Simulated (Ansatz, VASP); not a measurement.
**One calculation of Hf4N, two programs**

Contents of INCAR:

```
PREC = Accurate
ENCUT = 520
EDIFF = 1E-7
ISMEAR = 0
SIGMA = 0.1
LREAL = False
LASPH = True
NELM = 80
ALGO = Normal
ISIF = 2
LWAVE = False
LCHARG = False
LDIPOL = True
IDIPOL = 3
DIPOL = 0.5 0.5 0.312
GGA = PE
IVDW = 12
NBANDS = 56
```

The input KPOINTS:

```
Automatic mesh
0
Gamma
  4 6 1
```

POSCAR

```
Hf4N
1.0
    6.3423521406      0.0000000000      0.0000000000
    0.0000000000      5.0167614026      0.0000000000
    0.0000000000      0.0000000000     22.1665201410
Hf N
8 2
Direct
    0.0000000000      0.7500000000      0.1804523206
    0.5000000000      0.7500000000      0.1804523206
    0.2500000000      0.2500000000      0.2217506242
    0.7500000000      0.2500000000      0.2217506242
    0.2500000000      0.7500000000      0.2964821324
    0.7500000000      0.7500000000      0.2964821324
    0.0000000000      0.2500000000      0.3368377216
    0.5000000000      0.2500000000      0.3368377216
    0.1250000000      0.2500000000      0.4992448102
    0.1250000000      0.2500000000      0.5488691984
```

Input for Ansatz:

```yaml
crystal:
  lattice:
    - [6.3423521406, 0.0, 0.0]
    - [0.0, 5.0167614026, 0.0]
    - [0.0, 0.0, 22.166520141]
  atoms:
    - { symbol: Hf, position: [0.0, 0.75, 0.1804523206] }
    - { symbol: Hf, position: [0.5, 0.75, 0.1804523206] }
    - { symbol: Hf, position: [0.25, 0.25, 0.2217506242] }
    - { symbol: Hf, position: [0.75, 0.25, 0.2217506242] }
    - { symbol: Hf, position: [0.25, 0.75, 0.2964821324] }
    - { symbol: Hf, position: [0.75, 0.75, 0.2964821324] }
    - { symbol: Hf, position: [0.0, 0.25, 0.3368377216] }
    - { symbol: Hf, position: [0.5, 0.25, 0.3368377216] }
    - { symbol: "N", position: [0.125, 0.25, 0.4992448102] }
    - { symbol: "N", position: [0.125, 0.25, 0.5488691984] }
basis:
  ecutwfc: 420
kpoints:
  mp_grid: { grid: [4, 6, 1] }
hamiltonian:
  xc: pbe
  dispersion: d3bj
scf:
  occupations: { method: gaussian, width: 0.1 }
output:
  forces: true
  eigenvalues: true
efield:
  axis: 3
  dipole_correction: true
  ramp_width: 0.04
```

Alike in both runs: task single point; functional PBE; dispersion D3(BJ); k mesh 4 × 6 × 1; occupations gaussian, width 0.1 eV; no spin polarisation.

```csv
,VASP,Ansatz
version,VASP 6.6.1,Ansatz 0.2.0
potentials or method,"VASP PAW PBE potentials, release 64 (Hf_pv, N), cutoff 520 eV","scalar-relativistic, plane waves, PAW"
valence electrons in the cell,90,218
```

VASP gave:

| Item | Value |
| --- | --- |
| gap on the k mesh at the Fermi level (eV) | none |
| rms of the force components (eV/Å) | 0.575 |

Q: Which values does Ansatz return?

A: gap on the k mesh at the Fermi level (eV): none; rms of the force components (eV/Å): 0.126.

Atom by atom the forces differ by 0.462 eV/Å (rms over components). A gap of «none» marks a metal or a gap that the smearing closes. One of these differences is far larger than is usual between the two programs; its cause wasn't traced. VASP's potentials hold 90 valence electrons a cell and Ansatz's 218, so a difference there can come from the potentials and not from the codes.

Neither program's run includes spin-orbit coupling. Noted on VASP's run: the standard files for N, O and F lose accuracy on very short bonds.
